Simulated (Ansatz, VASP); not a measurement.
# One calculation of NbAs, two programs

```
Nb As
1.0
    -1.72585    1.72585    5.84000
     1.72585   -1.72585    5.84000
     1.72585    1.72585   -5.84000
Nb As
2 2
Direct
  0.50000 0.00000 0.50000
  0.75000 0.75000 0.00000
  0.91600 0.41600 0.50000
  0.16600 0.16600 0.00000
```

Alike in both runs: task relaxation of cell and atoms; functional PBEsol; dispersion D3(BJ); k mesh 11 × 11 × 11; occupations fermi-dirac, width 0.05 eV; no spin polarisation.

|  | VASP | Ansatz |
| --- | --- | --- |
| version | VASP 6.6.1 | Ansatz 0.2.0 |
| potentials or method | VASP PAW PBE potentials, release 64 (Nb_sv, As) | Ansatz PAW |
| plane-wave cutoff (eV) | 600 | 420 |
| valence electrons in the cell | 36 | 56 |

VASP gave:

* relaxed volume (Å³/atom): 16.60
* relaxed length of the cell vector where the two differ most in proportion (Å): 6.196

Which values does Ansatz return?

Relaxed volume (Å³/atom): 16.58; relaxed length of the cell vector where the two differ most in proportion (Å): 6.197.

VASP's potentials were made for PBE, not for PBEsol. VASP's potentials hold 36 valence electrons a cell and Ansatz's 56, so a difference there can come from the potentials and not from the codes.

Noted on Ansatz's run: the plane-wave basis is chosen anew once the cell has moved, so the energies of steps on either side of that aren't comparable.
